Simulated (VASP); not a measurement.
# Te2H (Pmn2_1) in VASP: single point with PBE

Aim: the single point of Te2H with PBE.

All numbers are computed with VASP 6.6.1; they aren't measurements. Logs are shortened: lines on timing, memory, paths and dates and some standing lists are left out, and cuts for length are marked.

**1. The cell of the first run**

Symmetry: Pmn2_1, No. 31, orthorhombic system. The conventional cell has a = 3.355 Å, b = 6.028 Å, c = 13.501 Å, α = 90.00°, β = 90.00°, γ = 90.00°. H (site symmetry m) has 6 Te at 2.60 to 2.70 Å and 4 H at 2.75 to 3.35 Å within 3.4 Å. Within 3.4 Å of H (site symmetry m) lie 6 Te at 2.60 to 2.71 Å and 4 H at 2.75 to 3.35 Å. Within 3.6 Å of Te (site symmetry m) lie 3 H at 2.70 to 2.71 Å and 8 Te at 3.35 to 3.53 Å. Te (site symmetry m) has 3 H at 2.60 Å and 6 Te at 3.35 to 3.52 Å within 3.6 Å. Te (site symmetry m) has 3 H at 2.70 Å and 8 Te at 3.35 to 3.52 Å within 3.6 Å. Within 3.6 Å of Te (site symmetry m) lie 3 H at 2.60 to 2.61 Å and 6 Te at 3.35 to 3.53 Å.

**2. Single point, PBE**

INCAR

```
SYSTEM = Te2H
PREC = Accurate
ENCUT = 520
EDIFF = 1E-6
ISMEAR = 0
SIGMA = 0.016
LREAL = .FALSE.
LASPH = .TRUE.
NELM = 100
ALGO = Normal
ISIF = 2
LWAVE = .FALSE.
LCHARG = .TRUE.
GGA = PE
LELF = .TRUE.
LVHAR = .TRUE.
NBANDS = 38
```

KPOINTS

```
Automatic mesh
0
G
  4 8 2
  0 0 0
```

POSCAR

```
Te2H
1.0
    6.0278620000      0.0000000000      0.0000000000
    0.0000000000      3.3545690000      0.0000000000
    0.0000000000      0.0000000000     13.5007980000
H Te
4 8
Direct
    0.5414000000      0.0000000000      0.9851000000
    0.4586000000      0.5000000000      0.4851000000
    0.9005000000      0.5000000000      0.0000000000
    0.0995000000      0.0000000000      0.5000000000
    0.2941000000      0.5000000000      0.0965000000
    0.7059000000      0.0000000000      0.5965000000
    0.3559000000      0.0000000000      0.3449000000
    0.6441000000      0.5000000000      0.8449000000
    0.8517000000      0.5000000000      0.3893000000
    0.1483000000      0.0000000000      0.8893000000
    0.8002000000      0.0000000000      0.1400000000
    0.1998000000      0.5000000000      0.6400000000
```

Potentials or basis: VASP PAW PBE potentials, release 64 (H, Te).

Started as:

```sh
cat potpaw_PBE.64/H/POTCAR potpaw_PBE.64/Te/POTCAR > POTCAR
mpirun -np 1 vasp_std > vasp.out
```

OUTCAR:

```text
SYSTEM = Te2H
   PREC = Accurate
   ENCUT = 520
   EDIFF = 1E-6
   ISMEAR = 0
   LREAL = .FALSE.
   LASPH = .TRUE.
   NELM = 100
   ISIF = 2
   GGA = PE

 ion  position               nearest neighbor table
   1  0.541  0.000  0.985-
   2  0.459  0.500  0.485-
   3  0.901  0.500  0.000-
   4  0.099  0.000  0.500-
   5  0.294  0.500  0.096-  10 3.38  10 3.38  11 3.47  11 3.47  11 3.53  11 3.53
   6  0.706  0.000  0.596-   9 3.38   9 3.38  12 3.47  12 3.47  12 3.53  12 3.53
   7  0.356  0.000  0.345-   9 3.48   9 3.48   9 3.52   9 3.52
   8  0.644  0.500  0.845-  10 3.48  10 3.48  10 3.52  10 3.52
   9  0.852  0.500  0.389-   6 3.38   6 3.38   7 3.48   7 3.48   7 3.52   7 3.52
  10  0.148  0.000  0.889-   5 3.38   5 3.38   8 3.48   8 3.48   8 3.52   8 3.52
  11  0.800  0.000  0.140-   5 3.47   5 3.47   5 3.53   5 3.53
  12  0.200  0.500  0.640-   6 3.47   6 3.47   6 3.53   6 3.53

  LATTYP: Found a simple orthorhombic cell.
 ALAT       =     3.3545690000
 B/A-ratio  =     1.7969110190
 C/A-ratio  =     4.0245998815

  Lattice vectors:

 A1 = (   0.0000000000,  -3.3545690000,   0.0000000000)
 A2 = (   6.0278620000,   0.0000000000,   0.0000000000)
 A3 = (   0.0000000000,   0.0000000000,  13.5007980000)

Analysis of symmetry for initial positions (statically):
=====================================================================
 Subroutine PRICEL returns:
 Original cell was already a primitive cell.

 Routine SETGRP: Setting up the symmetry group for a
 simple orthorhombic supercell.

 Subroutine GETGRP returns: Found  4 space group operations
 (whereof  2 operations were pure point group operations)
 out of a pool of  8 trial point group operations.

The static configuration has the point symmetry C_1h.
 The point group associated with its full space group is C_2v.

Analysis of symmetry for dynamics (positions and initial velocities):
=====================================================================
 Subroutine PRICEL returns:
 Original cell was already a primitive cell.

 Routine SETGRP: Setting up the symmetry group for a
 simple orthorhombic supercell.

 Subroutine GETGRP returns: Found  4 space group operations
 (whereof  2 operations were pure point group operations)
 out of a pool of  8 trial point group operations.

The dynamic configuration has the point symmetry C_1h.
[... 129 lines left out ...]
   TEBEG  =    0.0;   TEEND  =   0.0 temperature during run
   PSTRESS=    0.0 pullay stress
   NELECT =      52.0000    total number of electrons
   NUPDOWN=      -1.0000    fix difference up-down
   EMIN   =  10.00;   EMAX   =-10.00  energy-range for DOS
   EFERMI =   0.00;   METHOD = LEGACY
   ISMEAR =     0;   SIGMA  =   0.02  broadening in eV -4-tet -1-fermi 0-gaus
   EFERMI_NEDOS =   21; number of points for ismear=-14 and -15
   IALGO  =     38    algorithm
   IMIX   =      4    mixing-type and parameters
     AMIX     =   0.40;   BMIX     =  1.00
     AMIX_MAG =   1.60;   BMIX_MAG =  1.00
  volume/ion in A,a.u.               =      22.75       153.52
  Fermi-wavevector in a.u.,A,eV,Ry     =   0.941939  1.780007 12.071757  0.887249
  Thomas-Fermi vector in A             =   2.069499
   LORBIT       =      0    0 simple, 1 ext, 2 COOP (PROOUT), +10 PAW based schemes
   GGA     = PE    functional components
   LHFCALC =     F    Hartree Fock is set to
   AEXX    =    0.0000 exact exchange contribution
   IVDW    =     0    specifies the selected vdW correction
   LEPSILON=     F    determine dielectric tensor
   LRPA    =     F    only Hartree local field effects (RPA)
 non-spin polarized calculation
 Gauss-broadening in eV      SIGMA  =   0.02
  energy-cutoff  :      520.00
  volume of cell :      273.00
 maximum number of plane-waves:      7416
 NGX is ok and might be reduce to    48
   NGX = 23   NGY = 13   NGZ = 51

 number of electron      52.0000001 magnetization

 Free energy of the ion-electron system (eV)
  ---------------------------------------------------
  ext. energy  EPLUGINS =         0.00000000
  ---------------------------------------------------
  free energy    TOTEN  =       -29.22115354 eV

  energy without entropy =      -29.22052367  energy(sigma->0) =      -29.22083861

 E-fermi :   5.9508     XC(G=0):  -9.5627

 val. band max:        5.9350462545   @ k =   0.5000   0.3750   0.5000
 cond. band min:       5.9571840350   @ k =   0.5000   0.0000   0.5000
 fundamental gap:      0.0221377805
 Fermi energy:         5.9508290788

 k-point     1 :       0.0000    0.0000    0.0000
  band No.  band energies     occupation
      1      -7.2418      2.00000
      2      -6.8323      2.00000
      3      -6.4650      2.00000
      4      -5.7483      2.00000
      5      -4.9790      2.00000
      6      -4.7351      2.00000
[... 973 lines left out ...]
     37      12.0131      0.00000
     38      12.0131      0.00000

 [... further k-points ...]

------------------------ aborting loop because EDIFF is reached ----------------------------------------

  FORCE on cell =-STRESS in cart. coord.  units (eV):
  Direction    XX          YY          ZZ          XY          YZ          ZX
  --------------------------------------------------------------------------------------
  -------------------------------------------------------------------------------------
  Total       -6.6765976    -10.0511508     -9.5265901      0.0000000      0.0000000      0.0000000
  in kB      -39.1837789    -58.9884385    -55.9098842      0.0000000      0.0000000      0.0000000
  external PRESSURE =     -51.3607005 kB  Pullay stress =       0.0000000 kB

 VOLUME and BASIS-vectors are now :
 -----------------------------------------------------------------------------
  energy-cutoff  :      520.00
  volume of cell :      273.00
      direct lattice vectors                 reciprocal lattice vectors
     6.027862000  0.000000000  0.000000000     0.165896300  0.000000000  0.000000000
     0.000000000  3.354569000  0.000000000     0.000000000  0.298100889  0.000000000
     0.000000000  0.000000000 13.500798000     0.000000000  0.000000000  0.074069696

 POSITION                                       TOTAL-FORCE (eV/Angst)
 -----------------------------------------------------------------------------------
      3.26348      0.00000     13.29964         0.257328      0.000000     -0.097416
      2.76438      1.67728      6.54924        -0.257328      0.000000     -0.097416
      5.42809      1.67728      0.00000        -0.245312      0.000000      0.112688
      0.59977      0.00000      6.75040         0.245312      0.000000      0.112688
      1.77279      1.67728      1.30283         0.047065      0.000000      0.056602
      4.25507      0.00000      8.05323        -0.047065      0.000000      0.056602
      2.14532      0.00000      4.65643        -0.199980      0.000000      0.751766
      3.88255      1.67728     11.40682         0.199980      0.000000      0.751766
      5.13393      1.67728      5.25586         0.094759      0.000000     -0.048878
      0.89393      0.00000     12.00626        -0.094759      0.000000     -0.048878
      4.82350      0.00000      1.89011        -0.206576      0.000000     -0.774762
      1.20437      1.67728      8.64051         0.206576      0.000000     -0.774762
 -----------------------------------------------------------------------------------
    total drift:                                0.000000     -0.000000     -0.000107

  FREE ENERGIE OF THE ION-ELECTRON SYSTEM (eV)
  ---------------------------------------------------
  free  energy   TOTEN  =       -29.2211535438 eV

  energy  without entropy=      -29.2205236671  energy(sigma->0) =      -29.22083861
```

Run time: 3.3 min. Hardware: 1 thread of Intel Xeon Platinum 8488C (Sapphire Rapids), shared host; peak memory 0.49 GiB.

What came out:

```yaml
Free_energy: -29.2212 eV
Pressure: -5.1 GPa
Largest_force: 0.802 eV/Å
Band_gap_on_the_k_mesh: zero (bands 26 and 27 overlap by 2.68 eV)
```

Forces on the atoms (eV/Å):
```
H    0.257  0.000 -0.097
H   -0.257  0.000 -0.097
H   -0.245  0.000  0.113
H    0.245  0.000  0.113
Te   0.047  0.000  0.057
Te  -0.047  0.000  0.057
Te  -0.200  0.000  0.752
Te   0.200  0.000  0.752
Te   0.095  0.000 -0.049
Te  -0.095  0.000 -0.049
Te  -0.207  0.000 -0.775
Te   0.207  0.000 -0.775
```

Caveat: the cell stands under tension; spin-orbit coupling is left out, which moves the levels of the heavy elements.
